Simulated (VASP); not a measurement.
Here is a VASP 6.6.1 calculation.

The input INCAR:

```
SYSTEM = ZnCu
  PREC = Accurate
  ENCUT = 520
  EDIFF = 1E-7
  ISMEAR = 1
  SIGMA = 0.1
  LREAL = .FALSE.
  LASPH = .TRUE.
  NELM = 80
  ALGO = Normal
  ISIF = 2
  LWAVE = .FALSE.
  LCHARG = .FALSE.
  GGA = PS
  NBANDS = 18
```

KPOINTS

```
Automatic mesh
0
G
  10 10 6
  0 0 0
```

Contents of POSCAR:

```
ZnCu
1.0
    1.4786760031     -2.0475469942      0.0000000000
    1.4786760031      2.0475469942      0.0000000000
    0.0000000000      0.0000000000      4.0768888688
Zn Cu
1 1
Direct
    0.5000000000      0.5000000000      0.5000000000
    0.0000000000      0.0000000000      0.0000000000
```

Potentials or basis: VASP PAW PBE potentials, release 64 (Zn, Cu).

Run with:

```console
$ cat potpaw_PBE.64/Zn/POTCAR potpaw_PBE.64/Cu/POTCAR > POTCAR
$ mpirun -np 1 vasp_std > vasp.out
```

(1) What does it give for the pressure?

## Answers

(1) 0.9 GPa.

Caveat: the PAW data sets were made with another functional, which shifts forces and pressure a little.
